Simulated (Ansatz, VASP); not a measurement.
**One calculation of MnO, two programs**

```xyz
2
Lattice="0.0000 2.2230 2.2230 2.2230 0.0000 2.2230 2.2230 2.2230 0.0000" Properties=species:S:1:pos:R:3 pbc="T T T"
Mn    0.0000    0.0000    0.0000
O     2.2230    2.2230    2.2230
```

Alike in both runs: task single point; functional PBE; k mesh 5 × 5 × 5; occupations gaussian, width 0.05 eV; collinear spin; Hubbard terms Mn d U = 3.9 eV.

|  | VASP | Ansatz |
| --- | --- | --- |
| version | VASP 6.6.1 | Ansatz 0.2.0 |
| potentials or method | VASP PAW PBE potentials, release 64 (Mn_pv, O), cutoff 520 eV | scalar-relativistic, plane waves, PAW |
| valence electrons in the cell | 19 | 21 |

Ansatz gave:

- gap on the k mesh at the Fermi level (eV): 0.31
- least direct gap on the mesh (eV): 2.58
- pressure (GPa): 9.3
- net moment per atom (μB): 2.50
- size of the moment on the site where the two differ most (μB): 4.28

Task: Which values does VASP return?

Result: gap on the k mesh at the Fermi level (eV): 0.39; least direct gap on the mesh (eV): 2.69; pressure (GPa): 7.6; net moment per atom (μB): 2.50; size of the moment on the site where the two differ most (μB): 4.62.

Site moments also hang on the region over which each program counts them. The programs project onto different local orbitals, so the same U acts differently, and such runs can settle in different states. VASP's potentials hold 19 valence electrons a cell and Ansatz's 21, so a difference there can come from the potentials and not from the codes.

The k mesh is coarse, so the values compare programs but aren't converged.
